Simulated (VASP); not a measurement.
# Ga3As3CO in VASP: a series of runs

Ga3As3CO is run at these levels: PBE+D3(BJ); tasks: single point.

Everything below comes from runs of VASP 6.6.1. Logs are shortened: lines on timing, memory, paths and dates and some standing lists are left out, and cuts for length are marked.

## 1. The cell of the first run

The cell holds a slab with vacuum, 8 atoms: a = 4.014 Å, b = 5.676 Å, c = 23.335 Å, α = 90.00°, β = 90.00°, γ = 90.00°.

## 2. Single point, PBE+D3(BJ)

Contents of INCAR:

```
SYSTEM = Ga3As3CO
  PREC = Accurate
  ENCUT = 520
  EDIFF = 1E-6
  ISMEAR = 0
  SIGMA = 0.05
  LREAL = .FALSE.
  LASPH = .TRUE.
  NELM = 60
  ALGO = Normal
  ISIF = 2
  LWAVE = .FALSE.
  LCHARG = .TRUE.
  LDIPOL = .TRUE.
  IDIPOL = 3
  DIPOL = 0.5 0.5 0.320
  GGA = PE
  IVDW = 12
  LELF = .TRUE.
  LVHAR = .TRUE.
  LVACPOTAV = .TRUE.
  NBANDS = 42
```

Contents of KPOINTS:

```
Automatic mesh
0
G
  7 5 1
  0 0 0
```

Contents of POSCAR:

```
Ga3As3CO
1.0
    4.0137031111      0.0000000000      0.0000000000
    0.0000000000      5.6762333751      0.0000000000
    0.0000000000      0.0000000000     23.3352699083
Ga As O C
3 3 1 1
Direct
    0.5000000000      0.5000000000      0.1714143447
    0.0000000000      0.0653835255      0.2680035048
    0.5000000000      0.4894639609      0.3228546357
    0.0000000000      0.2500000000      0.1714143447
    0.5000000000      0.8102208698      0.2504948966
    0.0000000000      0.2887573198      0.3593388866
    0.5000000000      0.6220906532      0.4836142866
    0.5000000000      0.6220906532      0.5328959107
```

Potentials or basis: VASP PAW PBE potentials, release 64 (Ga_d, As, O, C).

On the command line:

```console
$ cat potpaw_PBE.64/Ga_d/POTCAR potpaw_PBE.64/As/POTCAR potpaw_PBE.64/O/POTCAR potpaw_PBE.64/C/POTCAR > POTCAR
$ mpirun -np 1 vasp_std > vasp.out
```

OUTCAR:

```text
SYSTEM = Ga3As3CO
   PREC = Accurate
   ENCUT = 520
   EDIFF = 1E-6
   ISMEAR = 0
   LREAL = .FALSE.
   LASPH = .TRUE.
   NELM = 60
   ISIF = 2
   GGA = PE
   IVDW = 12
 IVDW          = 12

 ion  position               nearest neighbor table
   1  0.500  0.500  0.171-   4 2.46   4 2.46   5 2.55
   2  0.000  0.065  0.268-   6 2.48   4 2.49   5 2.51   5 2.51
   3  0.500  0.489  0.323-   6 2.46   6 2.46   5 2.48
   4  0.000  0.250  0.171-   1 2.46   1 2.46   2 2.49
   5  0.500  0.810  0.250-   3 2.48   2 2.51   2 2.51   1 2.55
   6  0.000  0.289  0.359-   3 2.46   3 2.46   2 2.48
   7  0.500  0.622  0.484-   8 1.15
   8  0.500  0.622  0.533-   7 1.15

  LATTYP: Found a simple orthorhombic cell.
 ALAT       =     4.0137031111
 B/A-ratio  =     1.4142135624
 C/A-ratio  =     5.8139003465

  Lattice vectors:

 A1 = (   4.0137031111,   0.0000000000,   0.0000000000)
 A2 = (   0.0000000000,   5.6762333751,   0.0000000000)
 A3 = (   0.0000000000,   0.0000000000,  23.3352699083)

Analysis of symmetry for initial positions (statically):
=====================================================================
 Subroutine PRICEL returns:
 Original cell was already a primitive cell.

 Routine SETGRP: Setting up the symmetry group for a
 simple orthorhombic supercell.

 Subroutine GETGRP returns: Found  2 space group operations
 (whereof  2 operations were pure point group operations)
 out of a pool of  8 trial point group operations.

The static configuration has the point symmetry C_1h.

Analysis of symmetry for dynamics (positions and initial velocities):
=====================================================================
 Subroutine PRICEL returns:
 Original cell was already a primitive cell.

 Routine SETGRP: Setting up the symmetry group for a
 simple orthorhombic supercell.

 Subroutine GETGRP returns: Found  2 space group operations
 (whereof  2 operations were pure point group operations)
 out of a pool of  8 trial point group operations.

The dynamic configuration has the point symmetry C_1h.

 Subroutine INISYM returns: Found  2 space group operations
 (whereof  2 operations are pure point group operations),
 and found     1 'primitive' translations

----------------------------------------------------------------------------------------

                                     Primitive cell

  volume of cell :     531.6408

  direct lattice vectors                    reciprocal lattice vectors
     4.013703111  0.000000000  0.000000000     0.249146480  0.000000000  0.000000000
     0.000000000  5.676233375  0.000000000     0.000000000  0.176173165  0.000000000
     0.000000000  0.000000000 23.335269908     0.000000000  0.000000000  0.042853586

  length of vectors
     4.013703111  5.676233375 23.335269908     0.249146480  0.176173165  0.042853586

  position of ions in fractional coordinates (direct lattice)
     0.500000000  0.500000000  0.171414345
     0.000000000  0.065383526  0.268003505
     0.500000000  0.489463961  0.322854636
     0.000000000  0.250000000  0.171414345
     0.500000000  0.810220870  0.250494897
     0.000000000  0.288757320  0.359338887
     0.500000000  0.622090653  0.483614287
     0.500000000  0.622090653  0.532895911

  ion indices of the primitive-cell ions
   primitive index   ion index
                 1           1
                 2           2
                 3           3
                 4           4
                 5           5
                 6           6
                 7           7
                 8           8

----------------------------------------------------------------------------------------

 KPOINTS: Automatic mesh

Automatic generation of k-mesh.
 Grid dimensions read from file:
 generate k-points for:    7    5    1

 Generating k-lattice:

  Cartesian coordinates                     Fractional coordinates (reciprocal lattice)
     0.035592354  0.000000000  0.000000000     0.142857143  0.000000000  0.000000000
     0.000000000  0.035234633  0.000000000     0.000000000  0.200000000  0.000000000
     0.000000000  0.000000000  0.042853586     0.000000000  0.000000000  1.000000000

  Length of vectors
     0.035592354  0.035234633  0.042853586

  Shift w.r.t. Gamma in fractional coordinates (k-lattice)
     0.000000000  0.000000000  0.000000000

 Subroutine IBZKPT returns following result:
 ===========================================

 Found     12 irreducible k-points:

 Following reciprocal coordinates:
            Coordinates               Weight
  0.000000  0.000000  0.000000      1.000000
  0.142857  0.000000  0.000000      2.000000
  0.285714  0.000000  0.000000      2.000000
  0.428571  0.000000  0.000000      2.000000
  0.000000  0.200000  0.000000      2.000000
  0.142857  0.200000  0.000000      4.000000
  0.285714  0.200000  0.000000      4.000000
  0.428571  0.200000  0.000000      4.000000
  0.000000  0.400000  0.000000      2.000000
  0.142857  0.400000  0.000000      4.000000
  0.285714  0.400000  0.000000      4.000000
  0.428571  0.400000  0.000000      4.000000
   k-points           NKPTS =     12   k-points in BZ     NKDIM =     12   number of bands    NBANDS=     42
   number of dos      NEDOS =    301   number of ions     NIONS =      8
   total plane-waves  NPLWV = 226800
   dimension x,y,z NGX =    30 NGY =   42 NGZ =  180
   dimension x,y,z NGXF=    60 NGYF=   84 NGZF=  360
   ions per type =               3   3   1   1
   NGX,Y,Z   is equivalent  to a cutoff of  12.43, 12.30, 12.82 a.u.
   NGXF,Y,Z  is equivalent  to a cutoff of  24.85, 24.60, 25.65 a.u.
 SYSTEM =  Ga3As3CO
   PREC   = accura    normal or accurate (medium, high low for compatibility)
   ISTART =      0    job   : 0-new  1-cont  2-samecut
   ICHARG =      2    charge: 1-file 2-atom 10-const
   ISPIN  =      1    spin polarized calculation?
   LNONCOLLINEAR =      F non collinear calculations
   LSORBIT =      F    spin-orbit coupling
   LASPH  =      T    aspherical Exc in radial PAW
   ENCUT  =  520.0 eV  38.22 Ry    6.18 a.u.   7.46 10.55 43.39*2*pi/ulx,y,z
   NELM   =     60;   NELMIN=  2; NELMDL= -5     # of ELM steps
   EDIFF  = 0.1E-05   stopping-criterion for ELM
   LREAL  =      F    real-space projection
   EDIFFG = 0.1E-04   stopping-criterion for IOM
   NSW    =      0    number of steps for IOM
   IBRION =     -1    ionic relax: 0-MD 1-quasi-New 2-CG
   NFREE  =      0    steps in history (QN), initial steepest desc. (CG)
   ISIF   =      2    stress and relaxation
   ISYM   =      2    0-nonsym 1-usesym 2-fastsym
   POTIM  = 0.5000    time-step for ionic-motion
   TEBEG  =    0.0;   TEEND  =   0.0 temperature during run
   PSTRESS=    0.0 pullay stress
   NELECT =      64.0000    total number of electrons
   NUPDOWN=      -1.0000    fix difference up-down
   EMIN   =  10.00;   EMAX   =-10.00  energy-range for DOS
   EFERMI =   0.00;   METHOD = LEGACY
   ISMEAR =     0;   SIGMA  =   0.05  broadening in eV -4-tet -1-fermi 0-gaus
   EFERMI_NEDOS =   21; number of points for ismear=-14 and -15
   IALGO  =     38    algorithm
   IMIX   =      4    mixing-type and parameters
     AMIX     =   0.40;   BMIX     =  1.00
     AMIX_MAG =   1.60;   BMIX_MAG =  1.00
  volume/ion in A,a.u.               =      66.46       448.46
  Fermi-wavevector in a.u.,A,eV,Ry     =   0.808342  1.527546  8.890285  0.653418
  Thomas-Fermi vector in A             =   1.917130
   LORBIT       =      0    0 simple, 1 ext, 2 COOP (PROOUT), +10 PAW based schemes
   GGA     = PE    functional components
   LHFCALC =     F    Hartree Fock is set to
   AEXX    =    0.0000 exact exchange contribution
   IVDW    =    12    specifies the selected vdW correction
   LEPSILON=     F    determine dielectric tensor
   LRPA    =     F    only Hartree local field effects (RPA)
 non-spin polarized calculation
 Gauss-broadening in eV      SIGMA  =   0.05
  energy-cutoff  :      520.00
  volume of cell :      531.64
 maximum number of plane-waves:     14367
 NGX is ok and might be reduce to    30
   NGX = 15   NGY = 21   NGZ = 87

 dipolmoment           0.000000      0.000000     -0.002479 electrons x Angstroem

 number of electron      64.0000019 magnetization

 dipolmoment           0.000000      0.000000      0.052292 electrons x Angstroem

 Free energy of the ion-electron system (eV)
  ---------------------------------------------------
  ext. energy  EPLUGINS =         0.00000000
  ---------------------------------------------------
  free energy    TOTEN  =       -37.55484649 eV

  energy without entropy =      -37.55484649  energy(sigma->0) =      -37.55484649

 E-fermi :  -2.0752     XC(G=0):  -3.7918

 val. band max:       -2.2766041992   @ k =   0.0000   0.0000   0.0000
 cond. band min:      -1.8693564679   @ k =   0.4286   0.0000   0.0000
 fundamental gap:      0.4072477313
 Fermi energy:        -2.0752283337

 k-point     1 :       0.0000    0.0000    0.0000
  band No.  band energies     occupation
      1     -26.7782      2.00000
      2     -17.2570      2.00000
      3     -17.1975      2.00000
      4     -17.1821      2.00000
      5     -17.1579      2.00000
      6     -17.1353      2.00000
[... 34 lines left out ...]
     41       2.1562      0.00000
     42       2.1964      0.00000

 k-point     2 :       0.1429    0.0000    0.0000
  band No.  band energies     occupation
      1     -26.7766      2.00000
      2     -17.2539      2.00000
      3     -17.1946      2.00000
      4     -17.1815      2.00000
      5     -17.1573      2.00000
      6     -17.1379      2.00000
[... 34 lines left out ...]
     41       1.9916      0.00000
     42       2.2549      0.00000

 k-point     3 :       0.2857    0.0000    0.0000
  band No.  band energies     occupation
      1     -26.7729      2.00000
      2     -17.2471      2.00000
      3     -17.1879      2.00000
      4     -17.1797      2.00000
      5     -17.1561      2.00000
      6     -17.1449      2.00000
[... 357 lines left out ...]
      4     -17.1803      2.00000
      5     -17.1560      2.00000
      6     -17.1450      2.00000
[... 34 lines left out ...]
     41       2.6932      0.00000
     42       3.1468      0.00000

 k-point    12 :       0.4286    0.4000    0.0000
  band No.  band energies     occupation
      1     -26.7697      2.00000
      2     -17.2384      2.00000
      3     -17.1814      2.00000
      4     -17.1770      2.00000
      5     -17.1578      2.00000
      6     -17.1531      2.00000
[... 34 lines left out ...]
     41       2.7299      0.00000
     42       3.0435      0.00000

------------------------ aborting loop because EDIFF is reached ----------------------------------------

 Edisp (eV)   -1.27295

 E8    (eV) :    -0.5763

  FORCE on cell =-STRESS in cart. coord.  units (eV):
  Direction    XX          YY          ZZ          XY          YZ          ZX
  --------------------------------------------------------------------------------------
  -------------------------------------------------------------------------------------
  Total      -2.07672    -2.63634    -0.91354     0.00000    -0.00323     0.00000
  in kB      -6.25849    -7.94500    -2.75309     0.00000    -0.00974     0.00000
  external pressure =       -5.65 kB  Pullay stress =        0.00 kB

 VOLUME and BASIS-vectors are now :
 -----------------------------------------------------------------------------
  energy-cutoff  :      520.00
  volume of cell :      531.64
      direct lattice vectors                 reciprocal lattice vectors
     4.013703111  0.000000000  0.000000000     0.249146480  0.000000000  0.000000000
     0.000000000  5.676233375  0.000000000     0.000000000  0.176173165  0.000000000
     0.000000000  0.000000000 23.335269908     0.000000000  0.000000000  0.042853586

 POSITION                                       TOTAL-FORCE (eV/Angst)
 -----------------------------------------------------------------------------------
      2.00685      2.83812      4.00000         0.000000     -0.309696      1.034153
      0.00000      0.37113      6.25393         0.000000     -0.007033      0.026023
      2.00685      2.77831      7.53390         0.000000      0.004590      0.024374
      0.00000      1.41906      4.00000         0.000000      0.313148     -1.063178
      2.00685      4.59900      5.84537         0.000000      0.007644     -0.014826
      0.00000      1.63905      8.38527         0.000000     -0.017181      0.031580
      2.00685      3.53113     11.28527         0.000000      0.012418      0.687185
      2.00685      3.53113     12.43527         0.000000     -0.003890     -0.725310
 -----------------------------------------------------------------------------------
    total drift:                                0.000000     -0.001080     -0.001839

  FREE ENERGIE OF THE ION-ELECTRON SYSTEM (eV)
  ---------------------------------------------------
  free  energy   TOTEN  =       -38.8277936544 eV

  energy  without entropy=      -38.8277936542  energy(sigma->0) =      -38.82779365

 vacuum level on the upper side and lower side of the slab         2.773         2.358
```

Wall time 4.3 min (1 thread of Intel Xeon 6975P-C (Granite Rapids), shared host); peak memory 0.64 GiB.

What came out:

* Free energy: -38.8278 eV
* Largest force: 1.108 eV/Å
* Band gap on the k mesh: 0.41 eV (least direct gap 0.75 eV)
* Dispersion energy per atom: -0.159 eV

Forces on the atoms (eV/Å):
```
Ga   0.000 -0.310  1.034
Ga   0.000 -0.007  0.026
Ga   0.000  0.005  0.024
As   0.000  0.313 -1.063
As   0.000  0.008 -0.015
As   0.000 -0.017  0.032
O    0.000  0.012  0.687
C    0.000 -0.004 -0.725
```

Levels at points of the mesh, in eV from the valence-band top:
```csv
k point,band 28,band 29,band 30,band 31,band 32,band 33,band 34,band 35,band 36,band 37
"(0.00, 0.00, 0.00)",-1.98,-1.32,-0.89,-0.84,0.00,0.75,1.61,2.30,2.47,2.88
```

## 3. Single point, PBE+D3(BJ)

Contents of INCAR:

```
SYSTEM = Ga3As3CO
ALGO = Normal
DIPOL = 0.5 0.5 0.320
EDIFF = 1E-7
ENCUT = 520
GGA = PE
IDIPOL = 3
ISIF = 2
ISMEAR = 0
IVDW = 12
LASPH = .True.
LCHARG = .True.
LDIPOL = .True.
LELF = .True.
LREAL = .False.
LVACPOTAV = .True.
LVHAR = .True.
LWAVE = .False.
NBANDS = 42
NELM = 100
PREC = Accurate
SIGMA = 0.05
```

Contents of KPOINTS:

```
k-points
0
Gamma
  7 5 1
  0 0 0
```

POSCAR: that of step 2 with these lines changed.

```diff
@@ -14,3 +14,3 @@
     0.0000000000      0.2887573198      0.3593388866
-    0.5000000000      0.6220906532      0.4836142866
-    0.5000000000      0.6220906532      0.5328959107
+    0.5000000000      0.9554239865      0.4836142866
+    0.5000000000      0.9554239865      0.5328959107
```

Potentials or basis: VASP PAW PBE potentials, release 64 (Ga_d, As, O, C).

On the command line:

```console
$ cat potpaw_PBE.64/Ga_d/POTCAR potpaw_PBE.64/As/POTCAR potpaw_PBE.64/O/POTCAR potpaw_PBE.64/C/POTCAR > POTCAR
$ mpirun -np 1 vasp_std > vasp.out
```

OUTCAR:

```text
SYSTEM = Ga3As3CO
   EDIFF = 1E-7
   ENCUT = 520
   GGA = PE
   ISIF = 2
   ISMEAR = 0
   IVDW = 12
   LASPH = .True.
   LREAL = .False.
   NELM = 100
   PREC = Accurate
 IVDW          = 12

 ion  position               nearest neighbor table
   1  0.500  0.500  0.171-   4 2.46   4 2.46   5 2.55
[... 753 lines left out ...]
  -------------------------------------------------------------------------------------
  Total      -2.06224    -2.65654    -0.90042     0.00000    -0.07424     0.00000
  in kB      -6.21487    -8.00588    -2.71356     0.00000    -0.22374     0.00000
  external pressure =       -5.64 kB  Pullay stress =        0.00 kB

 VOLUME and BASIS-vectors are now :
 -----------------------------------------------------------------------------
  energy-cutoff  :      520.00
  volume of cell :      531.64
      direct lattice vectors                 reciprocal lattice vectors
     4.013703111  0.000000000  0.000000000     0.249146480  0.000000000  0.000000000
     0.000000000  5.676233375  0.000000000     0.000000000  0.176173165  0.000000000
     0.000000000  0.000000000 23.335269908     0.000000000  0.000000000  0.042853586

 POSITION                                       TOTAL-FORCE (eV/Angst)
 -----------------------------------------------------------------------------------
      2.00685      2.83812      4.00000         0.000000     -0.309633      1.029991
      0.00000      0.37113      6.25393         0.000000     -0.009568      0.018092
      2.00685      2.77831      7.53390         0.000000      0.006407      0.013107
      0.00000      1.41906      4.00000         0.000000      0.317286     -1.059460
      2.00685      4.59900      5.84537         0.000000      0.012002     -0.011730
      0.00000      1.63905      8.38527         0.000000     -0.005012      0.047617
      2.00685      5.42321     11.28527         0.000000     -0.019539      0.696707
      2.00685      5.42321     12.43527         0.000000      0.008057     -0.734325
 -----------------------------------------------------------------------------------
    total drift:                                0.000000     -0.000832     -0.002144

  FREE ENERGIE OF THE ION-ELECTRON SYSTEM (eV)
  ---------------------------------------------------
  free  energy   TOTEN  =       -38.8202393752 eV

  energy  without entropy=      -38.8202393750  energy(sigma->0) =      -38.82023938

 vacuum level on the upper side and lower side of the slab         2.821         2.333
```

OSZICAR:

```text
N       E                     dE             d eps       ncg     rms          rms(c)
DAV:   1     0.471168067634E+03    0.47117E+03   -0.26363E+04  1096   0.136E+03
DAV:   2     0.358380856648E+02   -0.43533E+03   -0.41770E+03  1276   0.312E+02
DAV:   3    -0.346755655040E+02   -0.70514E+02   -0.69372E+02  1286   0.128E+02
DAV:   4    -0.391706544035E+02   -0.44951E+01   -0.44621E+01  1454   0.340E+01
[... 17 lines left out ...]
DAV:  22    -0.375498563533E+02   -0.37956E-05   -0.40737E-07   838   0.179E-03    0.156E-04
DAV:  23    -0.375498572801E+02   -0.92686E-06   -0.39915E-08   812   0.103E-03    0.124E-04
DAV:  24    -0.375498576307E+02   -0.35060E-06   -0.16280E-08   674   0.114E-03    0.589E-05
DAV:  25    -0.375498577537E+02   -0.12293E-06   -0.70159E-09   766   0.484E-04    0.304E-05
DAV:  26    -0.375498577681E+02   -0.14379E-07   -0.28908E-09   730   0.359E-04
   1 F= -.38820239E+02 E0= -.38820239E+02  d E =-.214627E-09
```

stdout:

```text
POSCAR found type information on POSCAR GaAsO C
 POSCAR found :  4 types and       8 ions
 scaLAPACK will be used
 LDA part: xc-table for (Slater+PW92), standard interpolation
 POSCAR, INCAR and KPOINTS ok, starting setup
 FFT: planning ... GRIDC
 FFT: planning ... GRID_SOFT
 FFT: planning ... GRID
 WAVECAR not read
 entering main loop
 -----------------------------------------------------------------------------
|                                                                             |
|           W    W    AA    RRRRR   N    N  II  N    N   GGGG   !!!           |
|           W    W   A  A   R    R  NN   N  II  NN   N  G    G  !!!           |
|           W    W  A    A  R    R  N N  N  II  N N  N  G       !!!           |
|           W WW W  AAAAAA  RRRRR   N  N N  II  N  N N  G  GGG   !            |
|           WW  WW  A    A  R   R   N   NN  II  N   NN  G    G                |
|           W    W  A    A  R    R  N    N  II  N    N   GGGG   !!!           |
|                                                                             |
|     Did not find any points to average over, which means that no vacuum     |
|     field-free region was found. Please increase the size of  your cell     |
|     in the dimension of the dipole correction to obtain accurate            |
|     workfunction values.                                                    |
|                                                                             |
 -----------------------------------------------------------------------------
```

Run time: 5 min. Hardware: 1 thread of Intel Xeon 6975P-C (Granite Rapids), shared host; peak memory 0.64 GiB.

What came out:

```yaml
Free_energy: -38.8202 eV
Largest_force: 1.106 eV/Å
Band_gap_on_the_k_mesh: 0.40 eV (least direct gap 0.76 eV)
Dispersion_energy_per_atom: -0.159 eV
```

Forces on the atoms (eV/Å):
```
Ga   0.000 -0.310  1.030
Ga   0.000 -0.010  0.018
Ga   0.000  0.006  0.013
As   0.000  0.317 -1.059
As   0.000  0.012 -0.012
As   0.000 -0.005  0.048
O    0.000 -0.020  0.697
C    0.000  0.008 -0.734
```

[end of part 1 of 2]
